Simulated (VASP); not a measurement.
Write the native input for VASP 6.6.1 that does the following.

```yaml
Task: single point
Functional: PBE
Potentials_or_basis: VASP PAW PBE potentials, release 64 (Mg, H)
Cutoff: 520 eV
k_mesh: 4 × 5 × 1
Occupations: gaussian, width 0.1 eV
Spin: no spin polarisation
Dipole_correction: yes
Further_INCAR_settings: ALGO = Normal; EDIFF = 1e-06; NBANDS = 18
```

The structure of Mg8H lies in POSCAR:

```
Mg8H
1.0
    6.4201385733      0.0000000000      0.0000000000
    0.0000000000      5.1379129567      0.0000000000
    0.0000000000      0.0000000000     19.1644777330
Mg H
8 1
Direct
    0.0000000000      0.7500000000      0.2087194890
    0.5000000000      0.7500000000      0.2087194890
    0.2500000000      0.2500000000      0.2570728643
    0.7500000000      0.2500000000      0.2570728643
    0.2500000000      0.7500000000      0.3587181927
    0.7500000000      0.7500000000      0.3587181927
    0.0000000000      0.2500000000      0.3999314690
    0.5000000000      0.2500000000      0.3999314690
    0.0625000000      0.2500000000      0.4893116423
```

One way to write it, as run:

INCAR

```
ALGO = Normal
DIPOL = 0.5 0.5 0.326
EDIFF = 1E-6
ENCUT = 520
GGA = PE
IDIPOL = 3
ISIF = 2
ISMEAR = 0
LASPH = True
LCHARG = True
LDIPOL = True
LELF = True
LREAL = False
LVACPOTAV = True
LVHAR = True
LWAVE = False
NBANDS = 18
NELM = 100
PREC = Accurate
SIGMA = 0.1
```

KPOINTS

```
k-points
0
Gamma
  4 5 1
```

Potentials or basis: VASP PAW PBE potentials, release 64 (Mg, H).

Run with:

```bash
$ cat potpaw_PBE.64/Mg/POTCAR potpaw_PBE.64/H/POTCAR > POTCAR
$ mpirun -np 1 vasp_std > vasp.out
```

Results of the run:

```json
{
 "Largest force": "0.268 eV/Å",
 "Band gap on the k mesh": "zero (an odd number of electrons rules out a gap without spin polarisation)"
}
```

Wall time 10 min on 1 thread of Intel Xeon 8259CL, with other jobs on the host, peak memory 0.59 GiB.
